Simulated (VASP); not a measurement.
# BaTiO3 (Amm2) in VASP: single point with PBEsol

Aim: the single point of BaTiO3 with PBEsol.

Program: VASP 6.6.1. These are calculated values, not measurements. Logs are shortened: lines on timing, memory, paths and dates and some standing lists are left out, and cuts for length are marked.

## 1. The cell of the first run

Symmetry: Amm2, No. 38, orthorhombic system. The conventional cell has a = 3.950 Å, b = 5.657 Å, c = 5.678 Å, α = 90.00°, β = 90.00°, γ = 90.00°. Ba (site symmetry mm2) has 12 O at 2.75 to 2.93 Å and 8 Ti at 3.40 to 3.52 Å within 3.6 Å. Ti (site symmetry mm2) has 6 O at 1.87 to 2.15 Å within 2.5 Å. O (site symmetry mm2) has 2 Ti at 1.98 Å within 2.6 Å. O (site symmetry m) has 2 Ti at 1.87 to 2.15 Å within 2.5 Å.

## 2. Single point, PBEsol

INCAR reads:

```
PREC = Accurate
ENCUT = 520
EDIFF = 1E-6
ISMEAR = 0
SIGMA = 0.02
LREAL = F
LASPH = T
NELM = 100
ALGO = Normal
ISIF = 2
LWAVE = F
LCHARG = F
GGA = PS
NBANDS = 28
```

KPOINTS reads:

```
regular mesh
0
Gamma
  8 8 8
```

POSCAR reads:

```
BaTiO3
1.0
    3.9498038939      0.0000000000      0.0000000000
    0.0000000000      2.8285049170      2.8388657015
    0.0000000000     -2.8285049170      2.8388657015
Ba Ti O
1 1 3
Direct
    0.0000000000      0.0070421678      0.0070421678
    0.5000000000      0.5198578295      0.5198578295
    0.0000000000      0.4914316057      0.4914316057
    0.5000000000      0.4937586609      0.9847897359
    0.5000000000      0.9847897359      0.4937586609
```

Potentials or basis: VASP PAW PBE potentials, release 64 (Ba_sv, Ti_sv, O).

On the command line:

```
> cat potpaw_PBE.64/Ba_sv/POTCAR potpaw_PBE.64/Ti_sv/POTCAR potpaw_PBE.64/O/POTCAR > POTCAR
> mpirun -np 1 vasp_std > vasp.out
```

OUTCAR:

```text
PREC = Accurate
   ENCUT = 520
   EDIFF = 1E-6
   ISMEAR = 0
   LREAL = F
   LASPH = T
   NELM = 100
   ISIF = 2
   GGA = PS

 ion  position               nearest neighbor table
   1  0.000  0.007  0.007-   3 2.75   4 2.78   5 2.78   4 2.78   5 2.78   3 2.83   3 2.83   5 2.85
                             4 2.85   5 2.85   4 2.85   3 2.93   2 3.40   2 3.40   2 3.45   2 3.45
   2  0.500  0.520  0.520-   4 1.87   5 1.87   3 1.98   3 1.98   5 2.15   4 2.15   1 3.40   1 3.40
                             1 3.45   1 3.45   1 3.45   1 3.45   1 3.52   1 3.52
   3  0.000  0.491  0.491-   2 1.98   2 1.98   1 2.75   1 2.83   1 2.83   1 2.93
   4  0.500  0.494  0.985-   2 1.87   2 2.15   1 2.78   1 2.78   1 2.85   1 2.85
   5  0.500  0.985  0.494-   2 1.87   2 2.15   1 2.78   1 2.78   1 2.85   1 2.85

  LATTYP: Found a base centered orthorhombic cell.
 ALAT       =     5.6570098340
 B/A-ratio  =     1.0036629897
 C/A-ratio  =     0.6982140760

  Lattice vectors:

 A1 = (   0.0000000000,   2.8285049170,  -2.8388657015)
 A2 = (   0.0000000000,   2.8285049170,   2.8388657015)
 A3 = (   3.9498038939,   0.0000000000,   0.0000000000)

Analysis of symmetry for initial positions (statically):
=====================================================================
 Subroutine PRICEL returns:
 Original cell was already a primitive cell.

 Routine SETGRP: Setting up the symmetry group for a
 base centered orthorhombic supercell.

 Subroutine GETGRP returns: Found  4 space group operations
 (whereof  4 operations were pure point group operations)
 out of a pool of  8 trial point group operations.

The static configuration has the point symmetry C_2v.

Analysis of symmetry for dynamics (positions and initial velocities):
=====================================================================
 Subroutine PRICEL returns:
 Original cell was already a primitive cell.

 Routine SETGRP: Setting up the symmetry group for a
 base centered orthorhombic supercell.

 Subroutine GETGRP returns: Found  4 space group operations
 (whereof  4 operations were pure point group operations)
 out of a pool of  8 trial point group operations.

The dynamic configuration has the point symmetry C_2v.

 Subroutine INISYM returns: Found  4 space group operations
 (whereof  4 operations are pure point group operations),
 and found     1 'primitive' translations

----------------------------------------------------------------------------------------

                                     Primitive cell

  volume of cell :      63.4318

  direct lattice vectors                    reciprocal lattice vectors
[... 99 lines left out ...]
   ISIF   =      2    stress and relaxation
   ISYM   =      2    0-nonsym 1-usesym 2-fastsym
   POTIM  = 0.5000    time-step for ionic-motion
   TEBEG  =    0.0;   TEEND  =   0.0 temperature during run
   PSTRESS=    0.0 pullay stress
   NELECT =      40.0000    total number of electrons
   NUPDOWN=      -1.0000    fix difference up-down
   EMIN   =  10.00;   EMAX   =-10.00  energy-range for DOS
   EFERMI =   0.00;   METHOD = LEGACY
   ISMEAR =     0;   SIGMA  =   0.02  broadening in eV -4-tet -1-fermi 0-gaus
   EFERMI_NEDOS =   21; number of points for ismear=-14 and -15
   IALGO  =     38    algorithm
   IMIX   =      4    mixing-type and parameters
     AMIX     =   0.40;   BMIX     =  1.00
     AMIX_MAG =   1.60;   BMIX_MAG =  1.00
  volume/ion in A,a.u.               =      12.69        85.61
  Fermi-wavevector in a.u.,A,eV,Ry     =   1.403866  2.652922 26.814911  1.970840
  Thomas-Fermi vector in A             =   2.526485
   LORBIT       =      0    0 simple, 1 ext, 2 COOP (PROOUT), +10 PAW based schemes
   GGA     = PS    functional components
   LHFCALC =     F    Hartree Fock is set to
   AEXX    =    0.0000 exact exchange contribution
   IVDW    =     0    specifies the selected vdW correction
   LEPSILON=     F    determine dielectric tensor
   LRPA    =     F    only Hartree local field effects (RPA)
 non-spin polarized calculation
 Gauss-broadening in eV      SIGMA  =   0.02
  energy-cutoff  :      520.00
  volume of cell :       63.43
 maximum number of plane-waves:      1743
 NGX is ok and might be reduce to    30
   NGX = 15   NGY = 15   NGZ = 15

 number of electron      40.0000001 magnetization

 Free energy of the ion-electron system (eV)
  ---------------------------------------------------
  ext. energy  EPLUGINS =         0.00000000
  ---------------------------------------------------
  free energy    TOTEN  =       -42.00168802 eV

  energy without entropy =      -42.00168802  energy(sigma->0) =      -42.00168802

 E-fermi :   4.0018     XC(G=0): -11.5613

 val. band max:        3.7703622509   @ k =   0.5000   0.5000   0.5000
 cond. band min:       5.8576223846   @ k =   0.0000   0.0000   0.0000
 fundamental gap:      2.0872601337
 Fermi energy:         4.0017694136

 k-point     1 :       0.0000    0.0000    0.0000
  band No.  band energies     occupation
      1     -52.3309      2.00000
      2     -28.7138      2.00000
      3     -28.7082      2.00000
      4     -28.6654      2.00000
      5     -20.9928      2.00000
      6     -13.0609      2.00000
[... 733 lines left out ...]
     27      11.8206      0.00000
     28      13.3645      0.00000

 [... further k-points ...]

------------------------ aborting loop because EDIFF is reached ----------------------------------------

  FORCE on cell =-STRESS in cart. coord.  units (eV):
  Direction    XX          YY          ZZ          XY          YZ          ZX
  --------------------------------------------------------------------------------------
  -------------------------------------------------------------------------------------
  Total        0.7566053      0.7799078      0.7642872      0.0000000      0.0000000      0.0000000
  in kB       19.1105267     19.6991067     19.3045573      0.0000000      0.0000000      0.0000000
  external PRESSURE =      19.3713969 kB  Pullay stress =       0.0000000 kB

 VOLUME and BASIS-vectors are now :
 -----------------------------------------------------------------------------
  energy-cutoff  :      520.00
  volume of cell :       63.43
      direct lattice vectors                 reciprocal lattice vectors
     3.949803894  0.000000000  0.000000000     0.253177126  0.000000000  0.000000000
     0.000000000  2.828504917  2.838865702     0.000000000  0.176771833  0.176126683
     0.000000000 -2.828504917  2.838865702     0.000000000 -0.176771833  0.176126683

 POSITION                                       TOTAL-FORCE (eV/Angst)
 -----------------------------------------------------------------------------------
      0.00000      0.00000      0.03998         0.000000      0.000000     -0.036720
      1.97490      0.00000      2.95161         0.000000      0.000000     -0.055528
      0.00000      0.00000      2.79022         0.000000      0.000000      0.017262
      1.97490     -1.38888      4.19740         0.000000     -0.021426      0.037493
      1.97490      1.38888      4.19740         0.000000      0.021426      0.037493
 -----------------------------------------------------------------------------------
    total drift:                                0.000000      0.000000      0.000432

  FREE ENERGIE OF THE ION-ELECTRON SYSTEM (eV)
  ---------------------------------------------------
  free  energy   TOTEN  =       -42.0016880186 eV

  energy  without entropy=      -42.0016880186  energy(sigma->0) =      -42.00168802
```

stdout:

```text
POSCAR found type information on POSCAR BaTiO
 POSCAR found :  3 types and       5 ions
 scaLAPACK will be used
 -----------------------------------------------------------------------------
|                                                                             |
|                                                                             |
|     You enforced a specific xc type in the INCAR file but a different       |
|     I HOPE YOU KNOW WHAT YOU ARE DOING!                                     |
|                                                                             |
 -----------------------------------------------------------------------------

 LDA part: xc-table for (Slater+PW92), standard interpolation
 POSCAR, INCAR and KPOINTS ok, starting setup
 FFT: planning ... GRIDC
 FFT: planning ... GRID_SOFT
 FFT: planning ... GRID
 WAVECAR not read
 entering main loop
```

Run time: 3.4 min. Hardware: 1 thread of AMD EPYC 7R43 (Zen 3), shared host; peak memory 0.26 GiB.

Results:

```
Free energy            : -42.0017 eV
Pressure               : 1.9 GPa
Largest force          : 0.056 eV/Å
Band gap on the k mesh : 2.09 eV (least direct gap 2.44 eV)
```

Forces in eV/Å, atoms in the order of the input:
```
Ba   0.000  0.000 -0.037
Ti   0.000  0.000 -0.056
O    0.000  0.000  0.017
O    0.000 -0.021  0.037
O    0.000  0.021  0.037
```

Caveat: the PAW data sets were made with another functional, which shifts forces and pressure a little; spin-orbit coupling is left out, which moves the levels of the heavy elements. A k mesh can miss the band edges.
